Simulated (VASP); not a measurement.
# NaF (Villiaumite) (Fm-3m) in VASP: settings compared

The runs below take NaF (Villiaumite) through single point, with PBE, r2SCAN.

All numbers are computed with VASP 6.6.1; they aren't measurements. Logs are shortened: lines on timing, memory, paths and dates and some standing lists are left out, and cuts for length are marked.

**1. The cell of the first run**

It takes space group Fm-3m (No. 225, cubic). Conventional cell: a = 4.792 Å, b = 4.792 Å, c = 4.792 Å, α = 90.00°, β = 90.00°, γ = 90.00°. Within 3.2 Å of Na (site symmetry m-3m) lie 6 F at 2.40 Å. Within 3.2 Å of F (site symmetry m-3m) lie 6 Na at 2.40 Å.

**2. Single point, PBE (volume changed by +6%)**

INCAR reads:

```
SYSTEM = NaF
ALGO = Normal ; EDIFF = 1E-6
ENCUT = 520 ; GGA = PE
ISIF = 2 ; ISMEAR = 0
LASPH = .True. ; LCHARG = .True.
LELF = .True. ; LREAL = .False.
LVHAR = .True. ; LWAVE = .False.
NBANDS = 14 ; NELM = 100
PREC = Accurate ; SIGMA = 0.01
```

KPOINTS reads:

```
k-points
0
Gamma
  8 8 8
  0 0 0
```

POSCAR reads:

```
NaF
1.0
    0.0000000000      2.3958289194      2.3958289194
    2.3958289194      0.0000000000      2.3958289194
    2.3958289194      2.3958289194      0.0000000000
Na F
1 1
Direct
    0.0000000000      0.0000000000      0.0000000000
    0.5000000000      0.5000000000      0.5000000000
```

Potentials or basis: VASP PAW PBE potentials, release 64 (Na_pv, F).

Started as:

```sh
> cat potpaw_PBE.64/Na_pv/POTCAR potpaw_PBE.64/F/POTCAR > POTCAR
> mpirun -np 1 vasp_std > vasp.out
```

OUTCAR:

```text
SYSTEM = NaF
   EDIFF = 1E-6
   ENCUT = 520
   GGA = PE
   ISIF = 2
   ISMEAR = 0
   LASPH = .True.
   LREAL = .False.
   NELM = 100
   PREC = Accurate

 ion  position               nearest neighbor table
   1  0.000  0.000  0.000-
   2  0.500  0.500  0.500-

  LATTYP: Found a face centered cubic cell.
 ALAT       =     4.7916578388

  Lattice vectors:

 A1 = (   0.0000000000,   2.3958289194,   2.3958289194)
 A2 = (   2.3958289194,   0.0000000000,   2.3958289194)
 A3 = (   2.3958289194,   2.3958289194,   0.0000000000)

Analysis of symmetry for initial positions (statically):
=====================================================================
 Subroutine PRICEL returns:
 Original cell was already a primitive cell.

 Routine SETGRP: Setting up the symmetry group for a
 face centered cubic supercell.

 Subroutine GETGRP returns: Found 48 space group operations
 (whereof 48 operations were pure point group operations)
 out of a pool of 48 trial point group operations.

The static configuration has the point symmetry O_h .

Analysis of symmetry for dynamics (positions and initial velocities):
=====================================================================
 Subroutine PRICEL returns:
 Original cell was already a primitive cell.

 Routine SETGRP: Setting up the symmetry group for a
 face centered cubic supercell.

 Subroutine GETGRP returns: Found 48 space group operations
 (whereof 48 operations were pure point group operations)
 out of a pool of 48 trial point group operations.

The dynamic configuration has the point symmetry O_h .

 Subroutine INISYM returns: Found 48 space group operations
 (whereof 48 operations are pure point group operations),
 and found     1 'primitive' translations

----------------------------------------------------------------------------------------

                                     Primitive cell

  volume of cell :      27.5041

  direct lattice vectors                    reciprocal lattice vectors
     0.000000000  2.395828919  2.395828919    -0.208696037  0.208696037  0.208696037
     2.395828919  0.000000000  2.395828919     0.208696037 -0.208696037  0.208696037
     2.395828919  2.395828919  0.000000000     0.208696037  0.208696037 -0.208696037

  length of vectors
     3.388213751  3.388213751  3.388213751     0.361472139  0.361472139  0.361472139

  position of ions in fractional coordinates (direct lattice)
     0.000000000  0.000000000  0.000000000
     0.500000000  0.500000000  0.500000000

  ion indices of the primitive-cell ions
   primitive index   ion index
                 1           1
                 2           2

----------------------------------------------------------------------------------------

 KPOINTS: k-points

Automatic generation of k-mesh.
 Grid dimensions read from file:
 generate k-points for:    8    8    8

 Generating k-lattice:

  Cartesian coordinates                     Fractional coordinates (reciprocal lattice)
    -0.026087005  0.026087005  0.026087005     0.125000000  0.000000000  0.000000000
     0.026087005 -0.026087005  0.026087005     0.000000000  0.125000000  0.000000000
     0.026087005  0.026087005 -0.026087005     0.000000000  0.000000000  0.125000000

  Length of vectors
     0.045184017  0.045184017  0.045184017

  Shift w.r.t. Gamma in fractional coordinates (k-lattice)
     0.000000000  0.000000000  0.000000000

 Subroutine IBZKPT returns following result:
 ===========================================

 Found     29 irreducible k-points:

 Following reciprocal coordinates:
            Coordinates               Weight
  0.000000  0.000000  0.000000      1.000000
  0.125000  0.000000  0.000000      8.000000
  0.250000  0.000000  0.000000      8.000000
  0.375000  0.000000  0.000000      8.000000
  0.500000  0.000000  0.000000      4.000000
  0.125000  0.125000  0.000000      6.000000
[... 16 lines left out ...]
  0.500000  0.250000  0.125000     48.000000
 -0.375000  0.250000  0.125000     24.000000
 [... further k-points ...]
   k-points           NKPTS =     29   k-points in BZ     NKDIM =     29   number of bands    NBANDS=     14
   number of dos      NEDOS =    301   number of ions     NIONS =      2
   total plane-waves  NPLWV =  21952
   dimension x,y,z NGX =    28 NGY =   28 NGZ =   28
   dimension x,y,z NGXF=    56 NGYF=   56 NGZF=   56
   ions per type =               1   1
   NGX,Y,Z   is equivalent  to a cutoff of  13.74, 13.74, 13.74 a.u.
   NGXF,Y,Z  is equivalent  to a cutoff of  27.48, 27.48, 27.48 a.u.
 SYSTEM =  NaF
   PREC   = accura    normal or accurate (medium, high low for compatibility)
   ISTART =      0    job   : 0-new  1-cont  2-samecut
   ICHARG =      2    charge: 1-file 2-atom 10-const
   ISPIN  =      1    spin polarized calculation?
   LNONCOLLINEAR =      F non collinear calculations
   LSORBIT =      F    spin-orbit coupling
   LASPH  =      T    aspherical Exc in radial PAW
   ENCUT  =  520.0 eV  38.22 Ry    6.18 a.u.   6.30  6.30  6.30*2*pi/ulx,y,z
   NELM   =    100;   NELMIN=  2; NELMDL= -5     # of ELM steps
   EDIFF  = 0.1E-05   stopping-criterion for ELM
   LREAL  =      F    real-space projection
   EDIFFG = 0.1E-04   stopping-criterion for IOM
   NSW    =      0    number of steps for IOM
   IBRION =     -1    ionic relax: 0-MD 1-quasi-New 2-CG
   NFREE  =      0    steps in history (QN), initial steepest desc. (CG)
   ISIF   =      2    stress and relaxation
   ISYM   =      2    0-nonsym 1-usesym 2-fastsym
   POTIM  = 0.5000    time-step for ionic-motion
   TEBEG  =    0.0;   TEEND  =   0.0 temperature during run
   PSTRESS=    0.0 pullay stress
   NELECT =      14.0000    total number of electrons
   NUPDOWN=      -1.0000    fix difference up-down
   EMIN   =  10.00;   EMAX   =-10.00  energy-range for DOS
   EFERMI =   0.00;   METHOD = LEGACY
   ISMEAR =     0;   SIGMA  =   0.01  broadening in eV -4-tet -1-fermi 0-gaus
   EFERMI_NEDOS =   21; number of points for ismear=-14 and -15
   IALGO  =     38    algorithm
   IMIX   =      4    mixing-type and parameters
     AMIX     =   0.40;   BMIX     =  1.00
     AMIX_MAG =   1.60;   BMIX_MAG =  1.00
  volume/ion in A,a.u.               =      13.75        92.80
  Fermi-wavevector in a.u.,A,eV,Ry     =   1.307129  2.470115 23.246719  1.708586
  Thomas-Fermi vector in A             =   2.437884
   LORBIT       =      0    0 simple, 1 ext, 2 COOP (PROOUT), +10 PAW based schemes
   GGA     = PE    functional components
   LHFCALC =     F    Hartree Fock is set to
   AEXX    =    0.0000 exact exchange contribution
   IVDW    =     0    specifies the selected vdW correction
   LEPSILON=     F    determine dielectric tensor
   LRPA    =     F    only Hartree local field effects (RPA)
 non-spin polarized calculation
 Gauss-broadening in eV      SIGMA  =   0.01
  energy-cutoff  :      520.00
  volume of cell :       27.50
 maximum number of plane-waves:       754
 NGX is ok and might be reduce to    28
   NGX = 13   NGY = 13   NGZ = 13

 number of electron      13.9999988 magnetization

 Free energy of the ion-electron system (eV)
  ---------------------------------------------------
  ext. energy  EPLUGINS =         0.00000000
  ---------------------------------------------------
  free energy    TOTEN  =        -8.55915627 eV

  energy without entropy =       -8.55915627  energy(sigma->0) =       -8.55915627

 E-fermi :  -2.4109     XC(G=0):  -8.6877

 val. band max:       -2.4872907669   @ k =   0.0000   0.0000   0.0000
 cond. band min:       3.3018000819   @ k =   0.0000   0.0000   0.0000
 fundamental gap:      5.7890908487
 Fermi energy:        -2.4109313092

 k-point     1 :       0.0000    0.0000    0.0000
  band No.  band energies     occupation
      1     -21.7457      2.00000
      2     -21.7457      2.00000
      3     -21.7457      2.00000
      4     -21.5062      2.00000
      5      -2.4873      2.00000
      6      -2.4873      2.00000
      7      -2.4873      2.00000
      8       3.3018      0.00000
      9      15.7701      0.00000
     10      15.7701      0.00000
     11      15.7701      0.00000
     12      18.4338      0.00000
     13      20.4991      0.00000
     14      20.4991      0.00000

 k-point     2 :       0.1250    0.0000    0.0000
  band No.  band energies     occupation
      1     -21.9027      2.00000
      2     -21.7470      2.00000
      3     -21.7470      2.00000
      4     -21.3341      2.00000
      5      -2.7460      2.00000
      6      -2.5184      2.00000
      7      -2.5184      2.00000
      8       3.8102      0.00000
      9      14.0845      0.00000
     10      15.9651      0.00000
     11      15.9651      0.00000
     12      19.8348      0.00000
     13      19.8348      0.00000
     14      20.0873      0.00000

 k-point     3 :       0.2500    0.0000    0.0000
  band No.  band energies     occupation
      1     -22.0922      2.00000
      2     -21.7503      2.00000
      3     -21.7503      2.00000
      4     -21.1076      2.00000
      5      -3.2708      2.00000
      6      -2.5925      2.00000
      7      -2.5925      2.00000
      8       5.0553      0.00000
      9      12.0041      0.00000
     10      16.3638      0.00000
     11      16.3638      0.00000
     12      19.1535      0.00000
     13      19.1535      0.00000
     14      20.3685      0.00000
[... 324 lines left out ...]
 k-point    23 :       0.5000    0.2500    0.1250
  band No.  band energies     occupation
      1     -22.1279      2.00000
      2     -21.7818      2.00000
      3     -21.7629      2.00000
      4     -21.0111      2.00000
      5      -3.5656      2.00000
      6      -2.9210      2.00000
      7      -2.7380      2.00000
      8       7.4544      0.00000
      9      10.4617      0.00000
     10      13.8574      0.00000
     11      15.6534      0.00000
     12      18.0312      0.00000
     13      19.9266      0.00000
     14      23.6237      0.00000

 k-point    24 :      -0.3750    0.2500    0.1250
  band No.  band energies     occupation
      1     -22.1430      2.00000
      2     -21.7841      2.00000
      3     -21.7677      2.00000
      4     -20.9836      2.00000
      5      -3.6288      2.00000
      6      -2.9861      2.00000
      7      -2.7714      2.00000
      8       8.6494      0.00000
      9       9.4352      0.00000
     10      13.6055      0.00000
     11      15.3473      0.00000
     12      18.5526      0.00000
     13      19.5272      0.00000
     14      23.9397      0.00000

 [... further k-points ...]

------------------------ aborting loop because EDIFF is reached ----------------------------------------

  FORCE on cell =-STRESS in cart. coord.  units (eV):
  Direction    XX          YY          ZZ          XY          YZ          ZX
  --------------------------------------------------------------------------------------
  -------------------------------------------------------------------------------------
  Total       -0.4162605     -0.4162605     -0.4162605     -0.0000000     -0.0000000      0.0000000
  in kB      -24.2481395    -24.2481395    -24.2481395     -0.0000000     -0.0000000      0.0000000
  external PRESSURE =     -24.2481395 kB  Pullay stress =       0.0000000 kB

 VOLUME and BASIS-vectors are now :
 -----------------------------------------------------------------------------
  energy-cutoff  :      520.00
  volume of cell :       27.50
      direct lattice vectors                 reciprocal lattice vectors
     0.000000000  2.395828919  2.395828919    -0.208696037  0.208696037  0.208696037
     2.395828919  0.000000000  2.395828919     0.208696037 -0.208696037  0.208696037
     2.395828919  2.395828919  0.000000000     0.208696037  0.208696037 -0.208696037

 POSITION                                       TOTAL-FORCE (eV/Angst)
 -----------------------------------------------------------------------------------
      0.00000      0.00000      0.00000        -0.000000     -0.000000      0.000000
      2.39583      2.39583      2.39583         0.000000      0.000000     -0.000000
 -----------------------------------------------------------------------------------
    total drift:                                0.000000      0.000000      0.000000

  FREE ENERGIE OF THE ION-ELECTRON SYSTEM (eV)
  ---------------------------------------------------
  free  energy   TOTEN  =        -8.5591562710 eV

  energy  without entropy=       -8.5591562710  energy(sigma->0) =       -8.55915627
```

It took 7.1 s on 1 thread of AMD EPYC 9R45 (Zen 5), shared host; peak memory 0.12 GiB.

Results:

```yaml
Free_energy: -8.5592 eV
Pressure: -2.4 GPa
Band_gap_on_the_k_mesh: 5.79 eV, direct
```

Caveat: the cell differs from its parent crystal (volume changed by +6%).

**3. Single point, PBE**

This run uses another cell than the first one, of 12.12 Å³/atom, 0.882 times its volume.

INCAR reads:

```
SYSTEM = NaF
PREC = Accurate ; ENCUT = 520
EDIFF = 1E-7 ; ISMEAR = 0
SIGMA = 0.01 ; LREAL = .FALSE.
LASPH = .TRUE. ; NELM = 100
ALGO = Normal ; ISIF = 2
LWAVE = .FALSE. ; LCHARG = .FALSE.
GGA = PE ; NBANDS = 14
```

KPOINTS reads:

```
Automatic mesh
0
G
  10 10 10
  0 0 0
```

POSCAR reads:

```
NaF
1.0
    0.0000000000      2.2972417837      2.2972417837
    2.2972417837      0.0000000000      2.2972417837
    2.2972417837      2.2972417837      0.0000000000
Na F
1 1
Direct
    0.0000000000      0.0000000000      0.0000000000
    0.5000000000      0.5000000000      0.5000000000
```

Potentials or basis: VASP PAW PBE potentials, release 64 (Na_pv, F).

Started as:

```sh
> cat potpaw_PBE.64/Na_pv/POTCAR potpaw_PBE.64/F/POTCAR > POTCAR
> mpirun -np 1 vasp_std > vasp.out
```

Run time: 7.5 s. Hardware: 1 thread of AMD EPYC 9R45 (Zen 5), shared host; peak memory 0.11 GiB.

It converged, with:

- Free energy: -8.5496 eV
- Pressure: 3.5 GPa
- Band gap on the k mesh: 6.44 eV, direct

Levels at points of the mesh, in eV from the valence-band top:
```
           k point  band 5  band 6  band 7  band 8  band 9  band 10
(0.00, 0.00, 0.00)    0.00    0.00    0.00    6.44   19.16    19.16
(0.50, 0.00, 0.00)   -1.64   -0.27   -0.27   10.94   12.69    20.39
(0.50, 0.50, 0.00)   -1.31   -0.42   -0.42   13.37   13.39    13.86
```

A k mesh can miss the band edges. As with any semilocal functional, this PBE gap is likely too small.

**4. Single point, r2SCAN (volume changed by -6%)**

POSCAR reads:

```
NaF
1.0
    0.0000000000      2.2503461397      2.2503461397
    2.2503461397      0.0000000000      2.2503461397
    2.2503461397      2.2503461397      0.0000000000
Na F
1 1
Direct
    0.0000000000      0.0000000000      0.0000000000
    0.5000000000      0.5000000000      0.5000000000
```

INCAR.step1 reads:

```
PREC = Accurate ; ENCUT = 520
ISMEAR = 0 ; SIGMA = 0.01
LREAL = False ; LASPH = True
NELM = 100 ; NBANDS = 14
GGA = PE ; ALGO = Normal
EDIFF = 1E-4 ; LWAVE = True
LCHARG = False
```

INCAR.step2 reads:

```
PREC = Accurate ; ENCUT = 520
EDIFF = 1E-6 ; ISMEAR = 0
SIGMA = 0.01 ; LREAL = False
LASPH = True ; NELM = 100
ALGO = Normal ; ISIF = 2
LWAVE = False ; LCHARG = True
METAGGA = R2SCAN ; LMIXTAU = True
LELF = True ; LVHAR = True
NBANDS = 14 ; ISTART = 1
```

KPOINTS reads:

```
regular mesh
0
Gamma
  8 8 8
```

Started as:

```sh
> cat potpaw_PBE.64/Na_pv/POTCAR potpaw_PBE.64/F/POTCAR > POTCAR
> cp INCAR.step1 INCAR
> mpirun -np 1 vasp_std > vasp.out
> cp INCAR.step2 INCAR
> mpirun -np 1 vasp_std > vasp.out
```

Wall time 21 s (1 thread of AMD EPYC 9R45 (Zen 5), shared host); peak memory 0.11 GiB.

It converged, with:

| Quantity | Value |
| --- | --- |
| Free energy | -12.5921 eV |
| Pressure | 3.2 GPa |
| Band gap on the k mesh | 7.70 eV, direct |

Levels at points of the mesh, in eV from the valence-band top:
| k point | band 4 | band 5 | band 6 | band 7 | band 8 | band 9 | band 10 | band 11 |
| --- | --- | --- | --- | --- | --- | --- | --- | --- |
| (0.00, 0.00, 0.00) | -19.24 | 0.00 | 0.00 | 0.00 | 7.69 | 20.42 | 20.42 | 20.42 |
| (0.50, 0.00, 0.00) | -18.69 | -1.75 | -0.31 | -0.31 | 12.21 | 14.20 | 22.41 | 22.41 |
| (0.50, 0.50, 0.00) | -19.31 | -1.40 | -0.45 | -0.45 | 14.22 | 14.85 | 15.77 | 22.33 |

Caveat: the cell differs from its parent crystal (volume changed by -6%); the PAW data sets were made with another functional, which shifts forces and pressure a little.

**5. Summary**

| level | cell | k mesh | gap on the mesh (eV) | pressure (GPa) |
| --- | --- | --- | --- | --- |
| PBE | a = 3.388 Å, angles 60.0°, 2 atoms | 8 × 8 × 8 | 5.79 | -2.4 |
| PBE | a = 3.249 Å, angles 60.0°, 2 atoms | 10 × 10 × 10 | 6.44 | 3.5 |
| r2SCAN | a = 3.182 Å, angles 60.0°, 2 atoms | 8 × 8 × 8 | 7.70 | 3.2 |

Alike in all rows: task single point; potentials or basis VASP PAW PBE potentials, release 64 (Na_pv, F); no spin polarisation; cutoff (eV) 520; smearing gaussian 0.01 eV.

Caveats: the PAW data sets were made with another functional, which shifts forces and pressure a little (some runs).

Absolute energies hang on the potentials; compare differences alone.
